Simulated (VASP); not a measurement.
# W (I4/mmm) in VASP: notebook

The runs below take W through single point, with PBEsol.

All numbers are computed with VASP 6.6.1; they aren't measurements. Logs are shortened: lines on timing, memory, paths and dates and some standing lists are left out, and cuts for length are marked.

## 1. The cell of the first run

The structure is tetragonal, space group I4/mmm (No. 139). Conventional cell: a = 3.195 Å, b = 3.195 Å, c = 3.354 Å, α = 90.00°, β = 90.00°, γ = 90.00°. Within 3.7 Å of W (site symmetry 4/mmm) lie 14 W at 2.81 to 3.35 Å.

## 2. Single point, PBEsol (strain +0.000 along x and y, +0.050 along z)

File INCAR:

```
PREC = Accurate
ENCUT = 520
EDIFF = 1E-7
ISMEAR = 0
SIGMA = 0.15
LREAL = False
LASPH = True
NELM = 80
ALGO = Fast
ISIF = 2
LWAVE = False
LCHARG = True
GGA = PS
LELF = True
LVHAR = True
NBANDS = 13
```

File KPOINTS:

```
regular mesh
0
Gamma
  20 20 20
```

File POSCAR:

```
W
1.0
   -1.5973000000      1.5973000000      1.6771650000
    1.5973000000     -1.5973000000      1.6771650000
    1.5973000000      1.5973000000     -1.6771650000
W
1
Direct
    0.0000000000      0.0000000000      0.0000000000
```

Potentials or basis: VASP PAW PBE potentials, release 64 (W_sv).

Started as:

```sh
> cat potpaw_PBE.64/W_sv/POTCAR > POTCAR
> mpirun -np 1 vasp_std > vasp.out
```

OUTCAR:

```text
PREC = Accurate
   ENCUT = 520
   EDIFF = 1E-7
   ISMEAR = 0
   LREAL = False
   LASPH = True
   NELM = 80
   ISIF = 2
   GGA = PS

 ion  position               nearest neighbor table
   1  0.000  0.000  0.000-

  LATTYP: Found a body centered tetragonal cell.
 ALAT       =     3.1946000000
 C/A-ratio  =     1.0500000000

  Lattice vectors:

 A1 = (  -1.5973000000,   1.5973000000,   1.6771650000)
 A2 = (   1.5973000000,  -1.5973000000,   1.6771650000)
 A3 = (   1.5973000000,   1.5973000000,  -1.6771650000)

Analysis of symmetry for initial positions (statically):
=====================================================================
 Subroutine PRICEL returns:
 Original cell was already a primitive cell.

 Routine SETGRP: Setting up the symmetry group for a
 body centered tetragonal supercell.

 Subroutine GETGRP returns: Found 16 space group operations
 (whereof 16 operations were pure point group operations)
 out of a pool of 16 trial point group operations.

The static configuration has the point symmetry D_4h.

Analysis of symmetry for dynamics (positions and initial velocities):
=====================================================================
 Subroutine PRICEL returns:
 Original cell was already a primitive cell.

 Routine SETGRP: Setting up the symmetry group for a
 body centered tetragonal supercell.

 Subroutine GETGRP returns: Found 16 space group operations
 (whereof 16 operations were pure point group operations)
 out of a pool of 16 trial point group operations.

The dynamic configuration has the point symmetry D_4h.

 Subroutine INISYM returns: Found 16 space group operations
 (whereof 16 operations are pure point group operations),
 and found     1 'primitive' translations

----------------------------------------------------------------------------------------

                                     Primitive cell

  volume of cell :      17.1163

  direct lattice vectors                    reciprocal lattice vectors
    -1.597300000  1.597300000  1.677165000     0.000000000  0.313028235  0.298122129
     1.597300000 -1.597300000  1.677165000     0.313028235  0.000000000  0.298122129
     1.597300000  1.597300000 -1.677165000     0.313028235  0.313028235  0.000000000

  length of vectors
     2.813470636  2.813470636  2.813470636     0.432277087  0.432277087  0.442688776

  position of ions in fractional coordinates (direct lattice)
     0.000000000  0.000000000  0.000000000

  ion indices of the primitive-cell ions
   primitive index   ion index
                 1           1

----------------------------------------------------------------------------------------

 KPOINTS: regular mesh

Automatic generation of k-mesh.
 Grid dimensions read from file:
 generate k-points for:   20   20   20

 Generating k-lattice:

  Cartesian coordinates                     Fractional coordinates (reciprocal lattice)
     0.000000000  0.015651412  0.014906106     0.050000000  0.000000000  0.000000000
     0.015651412  0.000000000  0.014906106     0.000000000  0.050000000  0.000000000
     0.015651412  0.015651412  0.000000000     0.000000000  0.000000000  0.050000000

  Length of vectors
     0.021613854  0.021613854  0.022134439

  Shift w.r.t. Gamma in fractional coordinates (k-lattice)
     0.000000000  0.000000000  0.000000000

 Subroutine IBZKPT returns following result:
 ===========================================

 Found    641 irreducible k-points:

 Following reciprocal coordinates:
            Coordinates               Weight
  0.000000  0.000000  0.000000      1.000000
  0.050000 -0.000000  0.000000      8.000000
  0.100000  0.000000 -0.000000      8.000000
  0.150000  0.000000 -0.000000      8.000000
  0.200000  0.000000 -0.000000      8.000000
  0.250000  0.000000 -0.000000      8.000000
[... 16 lines left out ...]
 -0.400000  0.050000 -0.000000     16.000000
 -0.350000  0.050000  0.000000     16.000000
 [... further k-points ...]
   k-points           NKPTS =    641   k-points in BZ     NKDIM =    641   number of bands    NBANDS=     13
   number of dos      NEDOS =    301   number of ions     NIONS =      1
   total plane-waves  NPLWV =  13824
   dimension x,y,z NGX =    24 NGY =   24 NGZ =   24
   dimension x,y,z NGXF=    48 NGYF=   48 NGZF=   48
   ions per type =               1
   NGX,Y,Z   is equivalent  to a cutoff of  14.18, 14.18, 14.18 a.u.
   NGXF,Y,Z  is equivalent  to a cutoff of  28.36, 28.36, 28.36 a.u.
 SYSTEM =  unknown system
   PREC   = accura    normal or accurate (medium, high low for compatibility)
   ISTART =      0    job   : 0-new  1-cont  2-samecut
   ICHARG =      2    charge: 1-file 2-atom 10-const
   ISPIN  =      1    spin polarized calculation?
   LNONCOLLINEAR =      F non collinear calculations
   LSORBIT =      F    spin-orbit coupling
   LASPH  =      T    aspherical Exc in radial PAW
   ENCUT  =  520.0 eV  38.22 Ry    6.18 a.u.   5.23  5.23  5.23*2*pi/ulx,y,z
   NELM   =     80;   NELMIN=  2; NELMDL= -5     # of ELM steps
   EDIFF  = 0.1E-06   stopping-criterion for ELM
   LREAL  =      F    real-space projection
   EDIFFG = 0.1E-05   stopping-criterion for IOM
   NSW    =      0    number of steps for IOM
   IBRION =     -1    ionic relax: 0-MD 1-quasi-New 2-CG
   NFREE  =      0    steps in history (QN), initial steepest desc. (CG)
   ISIF   =      2    stress and relaxation
   ISYM   =      2    0-nonsym 1-usesym 2-fastsym
   POTIM  = 0.5000    time-step for ionic-motion
   TEBEG  =    0.0;   TEEND  =   0.0 temperature during run
   PSTRESS=    0.0 pullay stress
   NELECT =      14.0000    total number of electrons
   NUPDOWN=      -1.0000    fix difference up-down
   EMIN   =  10.00;   EMAX   =-10.00  energy-range for DOS
   EFERMI =   0.00;   METHOD = LEGACY
   ISMEAR =     0;   SIGMA  =   0.15  broadening in eV -4-tet -1-fermi 0-gaus
   EFERMI_NEDOS =   21; number of points for ismear=-14 and -15
   IALGO  =     68    algorithm
   IMIX   =      4    mixing-type and parameters
     AMIX     =   0.40;   BMIX     =  1.00
     AMIX_MAG =   1.60;   BMIX_MAG =  1.00
  volume/ion in A,a.u.               =      17.12       115.51
  Fermi-wavevector in a.u.,A,eV,Ry     =   1.531021  2.893211 31.892416  2.344026
  Thomas-Fermi vector in A             =   2.638424
   LORBIT       =      0    0 simple, 1 ext, 2 COOP (PROOUT), +10 PAW based schemes
   GGA     = PS    functional components
   LHFCALC =     F    Hartree Fock is set to
   AEXX    =    0.0000 exact exchange contribution
   IVDW    =     0    specifies the selected vdW correction
   LEPSILON=     F    determine dielectric tensor
   LRPA    =     F    only Hartree local field effects (RPA)
 non-spin polarized calculation
 RMM-DIIS sequential band-by-band and
 Gauss-broadening in eV      SIGMA  =   0.15
  energy-cutoff  :      520.00
  volume of cell :       17.12
 maximum number of plane-waves:       476
 NGX is ok and might be reduce to    24
   NGX = 11   NGY = 11   NGZ = 11

 number of electron      14.0000001 magnetization

 Free energy of the ion-electron system (eV)
  ---------------------------------------------------
  ext. energy  EPLUGINS =         0.00000000
  ---------------------------------------------------
  free energy    TOTEN  =       -13.67943637 eV

  energy without entropy =      -13.67423239  energy(sigma->0) =      -13.67683438

 E-fermi :  10.2074     XC(G=0): -13.3312

 val. band max:       10.2027826599   @ k =   0.5000   0.4000   0.0500
 cond. band min:      10.2074237281   @ k =  -0.2500   0.5000   0.2500
 fundamental gap:      0.0046410682
 Fermi energy:        10.2073774347

 k-point     1 :       0.0000    0.0000    0.0000
  band No.  band energies     occupation
      1     -64.0586      2.00000
      2     -27.7267      2.00000
      3     -27.7090      2.00000
      4     -27.7090      2.00000
      5       0.9776      2.00000
      6       8.9197      2.00000
      7       8.9197      2.00000
      8       9.4844      2.00000
      9      11.8514      0.00000
     10      12.5920      0.00000
     11      24.0112      0.00000
     12      24.8755      0.00000
     13      24.8755      0.00000

 k-point     2 :       0.0500   -0.0000    0.0000
  band No.  band energies     occupation
      1     -64.0563      2.00000
      2     -27.7465      2.00000
      3     -27.7169      2.00000
      4     -27.7153      2.00000
      5       1.0870      2.00000
      6       8.9100      2.00000
      7       8.9365      2.00000
      8       9.5086      2.00000
      9      11.7816      0.00000
     10      12.5560      0.00000
     11      24.1953      0.00000
     12      25.0312      0.00000
     13      25.0601      0.00000

 k-point     3 :       0.1000    0.0000   -0.0000
  band No.  band energies     occupation
      1     -64.0496      2.00000
      2     -27.8201      2.00000
      3     -27.7397      2.00000
      4     -27.7170      2.00000
      5       1.4064      2.00000
      6       8.8653      2.00000
      7       8.8790      2.00000
      8       9.6979      2.00000
      9      11.6043      0.00000
     10      12.4873      0.00000
     11      24.6081      0.00000
     12      25.4930      0.00000
     13      25.6013      0.00000
[... 305 lines left out ...]
 k-point    23 :      -0.4000    0.0500   -0.0000
  band No.  band energies     occupation
      1     -63.9774      2.00000
      2     -28.5808      2.00000
      3     -27.9834      2.00000
      4     -27.7273      2.00000
      5       4.3701      2.00000
      6       7.4394      2.00000
      7       9.0549      2.00000
      8      11.7214      0.00000
      9      12.9298      0.00000
     10      14.2358      0.00000
     11      21.7604      0.00000
     12      22.6255      0.00000
     13      28.3948      0.00000

 k-point    24 :      -0.3500    0.0500    0.0000
  band No.  band energies     occupation
      1     -63.9891      2.00000
      2     -28.4627      2.00000
      3     -27.9425      2.00000
      4     -27.7281      2.00000
      5       4.1112      2.00000
      6       7.6554      2.00000
      7       8.5418      2.00000
      8      11.5721      0.00000
      9      12.7852      0.00000
     10      13.2212      0.00000
     11      23.1603      0.00000
     12      23.4359      0.00000
     13      29.9504      0.00000

 [... further k-points ...]
[... 5 lines left out ...]
  --------------------------------------------------------------------------------------
  -------------------------------------------------------------------------------------
  Total       -1.9735852     -1.9735852     -3.3615959      0.0000000     -0.0000000     -0.0000000
  in kB     -184.7386205   -184.7386205   -314.6641881      0.0000000     -0.0000000     -0.0000000
  external PRESSURE =    -228.0471430 kB  Pullay stress =       0.0000000 kB

 VOLUME and BASIS-vectors are now :
 -----------------------------------------------------------------------------
  energy-cutoff  :      520.00
  volume of cell :       17.12
      direct lattice vectors                 reciprocal lattice vectors
    -1.597300000  1.597300000  1.677165000     0.000000000  0.313028235  0.298122129
     1.597300000 -1.597300000  1.677165000     0.313028235  0.000000000  0.298122129
     1.597300000  1.597300000 -1.677165000     0.313028235  0.313028235  0.000000000

 POSITION                                       TOTAL-FORCE (eV/Angst)
 -----------------------------------------------------------------------------------
      0.00000      0.00000      0.00000        -0.000000     -0.000000      0.000000
 -----------------------------------------------------------------------------------
    total drift:                               -0.000000     -0.000000      0.000000

  FREE ENERGIE OF THE ION-ELECTRON SYSTEM (eV)
  ---------------------------------------------------
  free  energy   TOTEN  =       -13.6794363686 eV

  energy  without entropy=      -13.6742323886  energy(sigma->0) =      -13.67683438
```

Wall time 5.6 min (1 thread of AMD EPYC 7R13, shared host); peak memory 0.22 GiB.

What came out:

```
Free energy            : -13.6794 eV
Pressure               : -22.8 GPa
Band gap on the k mesh : zero (band 7 reaches 14.72 eV, above the bottom of band 8 at 9.35 eV)
```

Levels at points of the mesh, in eV from the Fermi level:
```csv
k point,band 5,band 6,band 7,band 8,band 9,band 10
"(0.00, 0.00, 0.00)",-9.23,-1.29,-1.29,-0.72,1.64,2.38
"(0.50, 0.00, 0.00)",-5.82,-3.01,0.35,1.51,2.81,5.42
"(0.50, 0.50, 0.00)",-5.79,-3.61,0.70,2.41,3.05,5.57
"(0.50, 0.50, 0.50)",-5.34,-5.20,4.51,4.70,4.70,6.81
```

Caveat: the cell differs from its parent crystal (strain +0.000 along x and y, +0.050 along z); the PAW data sets were made with another functional, which shifts forces and pressure a little; spin-orbit coupling is left out, which moves the levels of the heavy elements.

## 3. Single point, PBEsol (strain +0.025 along x and y, +0.000 along z)

File INCAR:

```
SYSTEM = W
PREC     = Accurate       ! precision mode
ENCUT    = 520            ! plane-wave cutoff, eV
EDIFF    = 1E-6           ! SCF threshold, eV
ISMEAR   = 0              ! smearing method
SIGMA    = 0.15           ! smearing width, eV
LREAL    = .FALSE.        ! projectors in reciprocal space
LASPH    = .TRUE.         ! aspherical terms in the spheres
NELM     = 100            ! most SCF steps
ALGO     = Fast           ! electronic algorithm
ISIF     = 2              ! what is computed and relaxed
LWAVE    = .FALSE.        ! write WAVECAR
LCHARG   = .TRUE.         ! write CHGCAR
GGA      = PS             ! functional
LELF     = .TRUE.         ! ELF
LVHAR    = .TRUE.       
NBANDS   = 13             ! bands
```

File KPOINTS:

```
Automatic mesh
0
G
  20 20 20
  0 0 0
```

File POSCAR:

```
W
1.0
   -1.6372325000      1.6372325000      1.5973000000
    1.6372325000     -1.6372325000      1.5973000000
    1.6372325000      1.6372325000     -1.5973000000
W
1
Direct
    0.0000000000      0.0000000000      0.0000000000
```

Potentials or basis: VASP PAW PBE potentials, release 64 (W_sv).

Started as:

```sh
> cat potpaw_PBE.64/W_sv/POTCAR > POTCAR
> mpirun -np 1 vasp_std > vasp.out
```

Run time: 5.4 min. Hardware: 1 thread of AMD EPYC 7R13, shared host; peak memory 0.22 GiB.

Results (log left out):

| Property | Result |
| --- | --- |
| Free energy | -13.6951 eV |
| Pressure | -23.2 GPa |
| Band gap on the k mesh | zero (band 7 reaches 14.79 eV, above the bottom of band 8 at 9.14 eV) |

Stress tensor (GPa, compression positive):
```
-25.58   0.00   0.00
  0.00 -25.58   0.00
  0.00   0.00 -18.43
```

Levels at points of the mesh, in eV from the Fermi level:
```tsv
k point	band 4	band 5	band 6	band 7	band 8	band 9	band 10	band 11
(0.00, 0.00, 0.00)	-37.93	-9.24	-1.33	-1.03	-1.03	1.82	2.22	14.19
(0.50, 0.00, 0.00)	-37.95	-5.82	-3.34	0.50	1.96	2.89	5.49	9.89
(0.50, 0.50, 0.00)	-37.94	-5.84	-3.03	0.32	1.62	2.63	5.43	9.72
(0.50, 0.50, 0.50)	-38.61	-5.31	-5.25	4.58	4.58	4.68	7.42	7.42
```

Caveat: the cell differs from its parent crystal (strain +0.025 along x and y, +0.000 along z); the PAW data sets were made with another functional, which shifts forces and pressure a little; spin-orbit coupling is left out, which moves the levels of the heavy elements.
